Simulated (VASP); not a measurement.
# Gd (P6_3/mmc) in VASP: further runs, part 2 of 2

VASP 6.6.1. Earlier steps stand in the parts before.

## 3. Single point, RPBE+D4, collinear spin, ferromagnetic start

This run uses another cell than the first one, of 33.32 Å³/atom.

The input, INCAR:

```
ALGO = Normal
EDIFF = 1E-6
ENCUT = 520
GGA = RP
ISIF = 2
ISMEAR = -1
ISPIN = 2
IVDW = 13
LASPH = True
LCHARG = False
LMAXMIX = 6
LORBIT = 11
LREAL = False
LWAVE = False
MAGMOM = 7 7
NBANDS = 29
NELM = 150
PREC = Accurate
SIGMA = 0.05
```

The input, KPOINTS:

```
k-points
0
Gamma
  8 8 5
```

The input, POSCAR:

```
Gd
1.0
    3.6356208740      0.0000000000      0.0000000000
   -1.8178104370      3.1485400354      0.0000000000
    0.0000000000      0.0000000000      5.8213014914
Gd
2
Direct
    0.6666666667      0.3333333333      0.7500000000
    0.3333333333      0.6666666667      0.2500000000
```

Potentials or basis: VASP PAW PBE potentials, release 64 (Gd).

Run with:

```
> cat potpaw_PBE.64/Gd/POTCAR > POTCAR
> mpirun -np 1 vasp_std > vasp.out
```

OUTCAR:

```text
EDIFF = 1E-6
   ENCUT = 520
   GGA = RP
   ISIF = 2
   ISMEAR = -1
   ISPIN = 2
   IVDW = 13
   LASPH = True
   LORBIT = 11
   LREAL = False
   NELM = 150
   PREC = Accurate

 ion  position               nearest neighbor table
   1  0.667  0.333  0.750-
   2  0.333  0.667  0.250-

  LATTYP: Found a hexagonal cell.
 ALAT       =     3.6356208740
 C/A-ratio  =     1.6011849676

  Lattice vectors:

 A1 = (   3.6356208740,   0.0000000000,   0.0000000000)
 A2 = (  -1.8178104370,   3.1485400354,   0.0000000000)
 A3 = (   0.0000000000,   0.0000000000,   5.8213014914)

Analysis of symmetry for initial positions (statically):
=====================================================================
 Subroutine PRICEL returns:
 Original cell was already a primitive cell.

 Routine SETGRP: Setting up the symmetry group for a
 hexagonal supercell.

 Subroutine GETGRP returns: Found 24 space group operations
 (whereof 12 operations were pure point group operations)
 out of a pool of 24 trial point group operations.

The static configuration has the point symmetry D_3d.
 The point group associated with its full space group is D_6h.

Analysis of symmetry for dynamics (positions and initial velocities):
=====================================================================
 Subroutine PRICEL returns:
 Original cell was already a primitive cell.

 Routine SETGRP: Setting up the symmetry group for a
 hexagonal supercell.

 Subroutine GETGRP returns: Found 24 space group operations
 (whereof 12 operations were pure point group operations)
 out of a pool of 24 trial point group operations.

The dynamic configuration has the point symmetry D_3d.
 The point group associated with its full space group is D_6h.

Analysis of structural, dynamic, and magnetic symmetry:
=====================================================================
 Subroutine PRICEL returns:
 Original cell was already a primitive cell.

 Routine SETGRP: Setting up the symmetry group for a
 hexagonal supercell.

 Subroutine GETGRP returns: Found 24 space group operations
 (whereof 12 operations were pure point group operations)
 out of a pool of 24 trial point group operations.

The overall configuration has the point symmetry D_3d.
 The point group associated with its full space group is D_6h.

 Subroutine INISYM returns: Found 24 space group operations
 (whereof 12 operations are pure point group operations),
 and found     1 'primitive' translations

----------------------------------------------------------------------------------------

                                     Primitive cell

  volume of cell :      66.6358

  direct lattice vectors                    reciprocal lattice vectors
     3.635620874  0.000000000  0.000000000     0.275056183  0.158803761  0.000000000
    -1.817810437  3.148540035  0.000000000     0.000000000  0.317607522  0.000000000
     0.000000000  0.000000000  5.821301491     0.000000000  0.000000000  0.171782891

  length of vectors
     3.635620874  3.635620874  5.821301491     0.317607522  0.317607522  0.171782891

  position of ions in fractional coordinates (direct lattice)
     0.666666667  0.333333333  0.750000000
     0.333333333  0.666666667  0.250000000
[... 70 lines left out ...]
   ICHARG =      2    charge: 1-file 2-atom 10-const
   ISPIN  =      2    spin polarized calculation?
   LNONCOLLINEAR =      F non collinear calculations
   LSORBIT =      F    spin-orbit coupling
   LASPH  =      T    aspherical Exc in radial PAW
   ENCUT  =  520.0 eV  38.22 Ry    6.18 a.u.   6.76  6.76 10.82*2*pi/ulx,y,z
   NELM   =    150;   NELMIN=  2; NELMDL= -5     # of ELM steps
   EDIFF  = 0.1E-05   stopping-criterion for ELM
   LREAL  =      F    real-space projection
   EDIFFG = 0.1E-04   stopping-criterion for IOM
   NSW    =      0    number of steps for IOM
   IBRION =     -1    ionic relax: 0-MD 1-quasi-New 2-CG
   NFREE  =      0    steps in history (QN), initial steepest desc. (CG)
   ISIF   =      2    stress and relaxation
   ISYM   =      2    0-nonsym 1-usesym 2-fastsym
   POTIM  = 0.5000    time-step for ionic-motion
   TEBEG  =    0.0;   TEEND  =   0.0 temperature during run
   PSTRESS=    0.0 pullay stress
   NELECT =      36.0000    total number of electrons
   NUPDOWN=      -1.0000    fix difference up-down
   EMIN   =  10.00;   EMAX   =-10.00  energy-range for DOS
   EFERMI =   0.00;   METHOD = LEGACY
   ISMEAR =    -1;   SIGMA  =   0.05  broadening in eV -4-tet -1-fermi 0-gaus
   EFERMI_NEDOS =   21; number of points for ismear=-14 and -15
   IALGO  =     38    algorithm
   IMIX   =      4    mixing-type and parameters
     AMIX     =   0.40;   BMIX     =  1.00
     AMIX_MAG =   1.60;   BMIX_MAG =  1.00
  volume/ion in A,a.u.               =      33.32       224.84
  Fermi-wavevector in a.u.,A,eV,Ry     =   1.333336  2.519640 24.188242  1.777786
  Thomas-Fermi vector in A             =   2.462202
   LORBIT       =     11    0 simple, 1 ext, 2 COOP (PROOUT), +10 PAW based schemes
   GGA     = RP    functional components
   LHFCALC =     F    Hartree Fock is set to
   AEXX    =    0.0000 exact exchange contribution
   IVDW    =    13    specifies the selected vdW correction
   LEPSILON=     F    determine dielectric tensor
   LRPA    =     F    only Hartree local field effects (RPA)
 spin polarized calculation
  energy-cutoff  :      520.00
  volume of cell :       66.64
 maximum number of plane-waves:      1810
 NGX is ok and might be reduce to    28
   NGX = 13   NGY = 13   NGZ = 21

 number of electron      36.0000010 magnetization      15.3131686

 Free energy of the ion-electron system (eV)
  ---------------------------------------------------
  ext. energy  EPLUGINS =         0.00000000
  ---------------------------------------------------
  free energy    TOTEN  =       -22.92117790 eV

  energy without entropy =      -22.89497125  energy(sigma->0) =      -22.90807458

 E-fermi :   3.0574     XC(G=0):  -9.8280

 val. band max:        3.0457904507   @ k =   0.5000  -0.0000   0.2000
 cond. band min:       3.0720742564   @ k =   0.2500  -0.0000   0.4000
 fundamental gap:      0.0262838058
 Fermi energy:         3.0573806695

 spin component 1

 k-point     1 :       0.0000    0.0000    0.0000
  band No.  band energies     occupation
      1     -42.3571      1.00000
      2     -42.2923      1.00000
      3     -20.0640      1.00000
      4     -19.4658      1.00000
      5     -19.4658      1.00000
      6     -19.3662      1.00000
[... 757 lines left out ...]
     28       4.2549      0.00000
     29       5.1433      0.00000

 [... further k-points ...]

 spin component 2

 k-point     1 :       0.0000    0.0000    0.0000
  band No.  band energies     occupation
      1     -39.0490      1.00000
      2     -38.9673      1.00000
      3     -17.8058      1.00000
      4     -17.0807      1.00000
      5     -17.0807      1.00000
      6     -16.9644      1.00000
[... 757 lines left out ...]
     28       5.4921      0.00000
     29       6.2950      0.00000

 [... further k-points ...]

------------------------ aborting loop because EDIFF is reached ----------------------------------------

  DFT-D4 for vdW energy calculation

  Edisp (eV):   -0.91852

  FORCE on cell =-STRESS in cart. coord.  units (eV):
  Direction    XX          YY          ZZ          XY          YZ          ZX
  --------------------------------------------------------------------------------------
  -------------------------------------------------------------------------------------
  Total      -0.01331    -0.01331    -0.01304     0.00000     0.00000    -0.00000
  in kB      -0.32011    -0.32011    -0.31363     0.00000     0.00000    -0.00000
  external pressure =       -0.32 kB  Pullay stress =        0.00 kB

 VOLUME and BASIS-vectors are now :
 -----------------------------------------------------------------------------
  energy-cutoff  :      520.00
  volume of cell :       66.64
      direct lattice vectors                 reciprocal lattice vectors
     3.635620874  0.000000000  0.000000000     0.275056183  0.158803761  0.000000000
    -1.817810437  3.148540035  0.000000000     0.000000000  0.317607522  0.000000000
     0.000000000  0.000000000  5.821301491     0.000000000  0.000000000  0.171782891

 POSITION                                       TOTAL-FORCE (eV/Angst)
 -----------------------------------------------------------------------------------
      1.81781      1.04951      4.36598         0.000000      0.000000      0.000000
     -0.00000      2.09903      1.45533        -0.000000     -0.000000      0.000000
 -----------------------------------------------------------------------------------
    total drift:                               -0.000000      0.000000     -0.000000

  FREE ENERGIE OF THE ION-ELECTRON SYSTEM (eV)
  ---------------------------------------------------
  free  energy   TOTEN  =       -23.8397027480 eV

  energy  without entropy=      -23.8134960939  energy(sigma->0) =      -23.82659942

 total charge

# of ion       s       p       d       f       tot
--------------------------------------------------
    1        2.073   5.582   0.566   6.977  15.197
    2        2.073   5.582   0.566   6.977  15.197
--------------------------------------------------
tot          4.146  11.163   1.131  13.954  30.395

 magnetization (x)

# of ion       s       p       d       f       tot
--------------------------------------------------
    1        0.003  -0.058   0.219   6.829   6.994
    2        0.003  -0.058   0.219   6.829   6.994
--------------------------------------------------
tot          0.007  -0.116   0.438  13.659  13.987
```

OSZICAR:

```text
N       E                     dE             d eps       ncg     rms          rms(c)
DAV:   1     0.264451211691E+03    0.26445E+03   -0.12050E+04  4805   0.611E+03
DAV:   2     0.452394177543E+02   -0.21921E+03   -0.19658E+03  4938   0.415E+02
[... 35 lines left out ...]
DAV:  38    -0.229211823628E+02   -0.18532E-04   -0.56371E-05  6456   0.232E-01    0.167E-01
DAV:  39    -0.229211801619E+02    0.22009E-05   -0.27532E-05  6296   0.548E-02    0.141E-01
DAV:  40    -0.229211766307E+02    0.35312E-05   -0.35353E-06  3589   0.333E-02    0.113E-01
DAV:  41    -0.229211736828E+02    0.29479E-05   -0.10206E-05  4765   0.630E-02    0.676E-02
DAV:  42    -0.229211750980E+02   -0.14152E-05   -0.21607E-06  2939   0.359E-02    0.171E-01
DAV:  43    -0.229211771058E+02   -0.20078E-05   -0.29433E-06  3388   0.485E-02    0.988E-02
DAV:  44    -0.229211779034E+02   -0.79761E-06   -0.17825E-06  2752   0.205E-02
   1 F= -.23839703E+02 E0= -.23826599E+02  d E =-.262067E-01  mag=    15.3131
```

stdout:

```text
POSCAR found type information on POSCAR Gd
 POSCAR found :  1 types and       2 ions
 scaLAPACK will be used
 -----------------------------------------------------------------------------
|                                                                             |
|                                                                             |
|     You enforced a specific xc type in the INCAR file but a different       |
|     I HOPE YOU KNOW WHAT YOU ARE DOING!                                     |
|                                                                             |
 -----------------------------------------------------------------------------

 LDA part: xc-table for (Slater+PW92), standard interpolation
 POSCAR, INCAR and KPOINTS ok, starting setup
 FFT: planning ... GRIDC
 FFT: planning ... GRID_SOFT
 FFT: planning ... GRID
 WAVECAR not read
 entering main loop
```

Run time: 9.5 min. Hardware: 1 thread of Oxide Virtual Turin-like, shared host; peak memory 0.25 GiB.

Results:

- Free energy: -23.8397 eV
- Pressure: 0.0 GPa
- Net moment: 15.31 μB per cell
- Site moments: Gd +6.99 μB
- Valence electrons inside the program's atomic spheres: Gd 15.20
- Dispersion energy per atom: -0.459 eV

Levels at points of the mesh, in eV from the Fermi level:
Spin up:
```
           k point  band 22  band 23  band 24  band 25  band 26  band 27  band 28  band 29
(0.00, 0.00, 0.00)    -4.89    -4.88    -2.52     0.90     1.33     1.33     1.43     1.93
(0.50, 0.00, 0.00)    -4.90    -2.20    -1.75    -1.31    -0.16     1.02     1.09     1.73
```
Spin down:
| k point | band 8 | band 9 | band 10 | band 11 | band 12 | band 13 |
| --- | --- | --- | --- | --- | --- | --- |
| (0.00, 0.00, 0.00) | -20.02 | -4.13 | -1.38 | 0.35 | 0.38 | 0.43 |
| (0.50, 0.00, 0.00) | -20.12 | -1.00 | -0.89 | -0.60 | 0.38 | 0.44 |

Caveat: the PAW data sets were made with another functional, which shifts forces and pressure a little; spin-orbit coupling is left out, which moves the levels of the heavy elements; semilocal functionals describe open f shells poorly, which spoils levels, moments and volumes. The state reached can hang on the start; a lower one may exist.
